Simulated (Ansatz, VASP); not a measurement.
This is a calculation of Al for VASP 6.6.1.

POSCAR

```
Al
1.0
    0.0000000000      2.0382146954      2.0382146954
    2.0382146954      0.0000000000      2.0382146954
    2.0382146954      2.0382146954      0.0000000000
Al
1
Direct
    0.0000000000      0.0000000000      0.0000000000
```

Contents of INCAR.step1:

```
SYSTEM = Al
ALGO = Normal
EDIFF = 1E-5
ENCUT = 520
GGA = PE
ISIF = 2
ISMEAR = -1
LASPH = .TRUE.
LREAL = .FALSE.
LWAVE = .TRUE.
NBANDS = 8
NELM = 100
PREC = Accurate
SIGMA = 0.05
```

INCAR.step2

```
SYSTEM = Al
ALGO = Normal
EDIFF = 1E-7
ENCUT = 520
GGA = PE
HFSCREEN = 0.2079
ISIF = 2
ISMEAR = -1
ISTART = 1
LASPH = .TRUE.
LCHARG = .TRUE.
LELF = .TRUE.
LHFCALC = .TRUE.
LREAL = .FALSE.
LVHAR = .TRUE.
LWAVE = .FALSE.
NBANDS = 8
NELM = 100
PREC = Accurate
PRECFOCK = Normal
SIGMA = 0.05
```

The input KPOINTS:

```
k-points
0
G
  6 6 6
  0 0 0
```

Potentials or basis: VASP PAW PBE potentials, release 64 (Al).

Launch:

```sh
$ cat potpaw_PBE.64/Al/POTCAR > POTCAR
$ cp INCAR.step1 INCAR
$ mpirun -np 1 vasp_std > vasp.out
$ cp INCAR.step2 INCAR
$ mpirun -np 1 vasp_std > vasp.out
```

Task: Translate it to Ansatz 0.2.0. Potentials there: Ansatz PAW.

Result: As run (the cutoff follows the program's own potentials):

Contents of input.yaml:

```yaml
crystal:
  lattice:
    - [0.0, 2.0382146954, 2.0382146954]
    - [2.0382146954, 0.0, 2.0382146954]
    - [2.0382146954, 2.0382146954, 0.0]
  atoms:
    - { symbol: Al, position: [0.0, 0.0, 0.0] }
hamiltonian:
  xc: hse06
  pseudopotentials: { kind: paw }
kpoints:
  mp_grid: { grid: [6, 6, 6] }
scf:
  occupations: { method: fermi_dirac, width: 0.05 }
output:
  forces: true
  stress: true
  eigenvalues: true
```

Potentials or basis: Ansatz PAW.

Launch:

```console
$ ansatz run input.yaml --threads 2 --pin off --max-ram 5632MiB --backend cpu --events-out ev --progress --plain --runs-dir out
```

Both were run:

|  | VASP | Ansatz | Ansatz less VASP |
| --- | --- | --- | --- |
| gap on the k mesh at the Fermi level (eV) | none | none | - |
| pressure (GPa) | -2.3 | -2.4 | -0.06 |

A gap of «none» marks a metal or a gap that the smearing closes.

The k mesh is coarse, so the values compare programs but aren't converged.
